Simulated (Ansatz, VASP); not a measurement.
**One calculation of As, two programs**

```
CELL_PARAMETERS angstrom
4.63104 0.22347 -0.49447
-0.30230 5.29278 -0.11812
0.52581 -1.02982 3.27865
ATOMIC_POSITIONS crystal
As 0.82671 0.51745 0.18443
As 0.41594 0.19216 0.03264
As 0.82646 0.86167 0.85454
```

Alike in both runs: functional PBE; k mesh 4 × 4 × 6; occupations gaussian, width 0.1 eV; no spin polarisation.

Ansatz relaxed the structure, and its values are those at the end. VASP's run is a single point on that final structure, the one shown.

```csv
,VASP,Ansatz
version,VASP 6.6.1,Ansatz 0.2.0
potentials or method,"VASP PAW PBE potentials, release 64 (As), cutoff 520 eV","scalar-relativistic, plane waves, PAW"
valence electrons in the cell,15,45
```

```csv
,VASP,Ansatz,Ansatz less VASP
gap on the k mesh at the Fermi level (eV),none,none,-
pressure (GPa),0.1,-0.1,-0.20
rms of the force components (eV/Å),0.032,0.020,-0.0120
```

A gap of «none» marks a metal or a gap that the smearing closes. VASP's potentials hold 15 valence electrons a cell and Ansatz's 45, so a difference there can come from the potentials and not from the codes.
